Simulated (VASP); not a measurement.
Runs of VASP 6.6.1 on AlO4. The structure is that of space group P6/mmm (No. 191), or close to it. The cells are those of the table. The cell was built from a structure type or drawn by symmetry, and may not be a known phase.

```csv
task,cell,k mesh,cutoff (eV),gap on the mesh (eV),pressure (GPa),moment (μB),relaxed volume (Å³/atom)
single point,"a = 4.099, b = 4.099, c = 3.613 Å, angles 90.0, 90.0, 120.0°, 5 atoms",6 × 6 × 6,520,none,0.1,1.93,-
single point,"a = 4.086, b = 4.086, c = 3.617 Å, angles 90.0, 90.0, 120.0°, 5 atoms",12 × 12 × 10,520,none,-0.2,1.82,-
relaxation of cell and atoms,"relaxed from a = 4.099, b = 4.099, c = 3.613 Å, angles 90.0, 90.0, 120.0°, 5 atoms",6 × 6 × 6,600,none,0.1,1.88,(b)
relaxation of cell and atoms,"relaxed from a = 4.099, b = 4.099, c = 3.613 Å, angles 90.0, 90.0, 120.0°, 5 atoms",12 × 12 × 10,600,none,0.0,1.82,(a)
single point,"a = 4.099, b = 4.099, c = 3.613 Å, angles 90.0, 90.0, 120.0°, 5 atoms",6 × 6 × 4,520,none,-0.2,2.00,-
```

Alike in all rows: level PBE; potentials or basis VASP PAW PBE potentials, release 64 (Al, O); spin collinear, ferromagnetic start; smearing gaussian 0.1 eV.

Task: Estimate the missing entries.

Result: (a) 10.43; (b) 10.45.

Caveats: some runs use coarse meshes.

A gap of «none» marks levels without a gap at the run's occupations.
